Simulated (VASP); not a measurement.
Wanted: the native input for a VASP 6.6.1 run.

- Task: single point
- Functional: r2SCAN
- Potentials or basis: VASP PAW PBE potentials, release 64 (Nb_sv, P)
- Cutoff: 520 eV
- k mesh: 8 × 8 × 8
- Occupations: fermi-dirac, width 0.02 eV
- Spin: no spin polarisation
- Dipole correction: no
- Further INCAR settings: ALGO = Normal; EDIFF = 1e-06; NBANDS = 26

Crystal: NbP.

```
Nb P
1.0
    -1.66918    1.66918    5.73202
     1.66918   -1.66918    5.73202
     1.66918    1.66918   -5.73202
Nb P
2 2
Cartesian
  0.0000 0.0000 8.5960
  1.6692 0.0000 5.7300
  0.0000 0.0000 3.8153
  1.6692 0.0000 0.9493
```

These files were run (other wordings do the same):

POSCAR

```
NbP
1.0
   -1.6691837428      1.6691837428      5.7320230935
    1.6691837428     -1.6691837428      5.7320230935
    1.6691837428      1.6691837428     -5.7320230935
Nb P
2 2
Direct
    0.7498223615      0.7498223615      0.0000000000
    0.4998223615      0.9998223615      0.5000000000
    0.3328062135      0.3328062135      0.0000000000
    0.0828062135      0.5828062135      0.5000000000
```

INCAR.step1

```
  PREC = Accurate
  ENCUT = 520
  ISMEAR = -1
  SIGMA = 0.02
  LREAL = False
  LASPH = True
  NELM = 100
  NBANDS = 26
  GGA = PE
  ALGO = Normal
  EDIFF = 1E-4
  LWAVE = True
  LCHARG = False
```

INCAR.step2

```
  PREC = Accurate
  ENCUT = 520
  EDIFF = 1E-6
  ISMEAR = -1
  SIGMA = 0.02
  LREAL = False
  LASPH = True
  NELM = 100
  ALGO = Normal
  ISIF = 2
  LWAVE = False
  LCHARG = False
  METAGGA = R2SCAN
  LMIXTAU = True
  NBANDS = 26
  ISTART = 1
```

KPOINTS

```
regular mesh
0
Gamma
  8 8 8
```

Potentials or basis: VASP PAW PBE potentials, release 64 (Nb_sv, P).

Command:

```sh
$ cat potpaw_PBE.64/Nb_sv/POTCAR potpaw_PBE.64/P/POTCAR > POTCAR
$ cp INCAR.step1 INCAR
$ mpirun -np 1 vasp_std > vasp.out
$ cp INCAR.step2 INCAR
$ mpirun -np 1 vasp_std > vasp.out
```

It gave:

```
Pressure               : -0.4 GPa
Largest force          : 0.007 eV/Å
Band gap on the k mesh : zero (bands 18 and 19 overlap by 0.04 eV)
```

Caveat: the PAW data sets were made with another functional, which shifts forces and pressure a little.

Wall time 37 min on 1 thread of Intel Xeon 8259CL, on a shared host, peak memory 0.37 GiB.
